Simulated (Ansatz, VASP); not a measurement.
# Two plane-wave programs on Au

```
Au
1.0
     2.86080    0.00000    0.00000
    -1.43040    2.47753    0.00000
     0.00000    0.00000    4.81405
Au
2
Direct
  0.33333 0.66667 0.75000
  0.66667 0.33333 0.25000
```

Change from the starting cell: volume scaled by 0.96, PAW files.

Alike in both runs: task electric field gradients; functional LDA; k mesh 14 × 14 × 8; occupations fermi-dirac, width 0.03 eV; no spin polarisation.

```csv
,VASP,Ansatz
version,VASP 6.6.1,Ansatz 0.2.0
potentials or method,"VASP PAW LDA potentials, release 64 (Au_sv_GW)","PAW with Ansatz's default frozen-core files, scalar-relativistic"
plane-wave cutoff (eV),400,420
valence electrons in the cell,38,38
```

VASP gave:

- size of Vzz on the site where it differs most (V/Å²): 20.4

Question: Which values does Ansatz return?

Answer: Size of Vzz on the site where it differs most (V/Å²): 14.6.

LDA's correlation is that of Perdew and Zunger in VASP and of Perdew and Wang (1992) in Ansatz.

Neither program's run includes spin-orbit coupling.
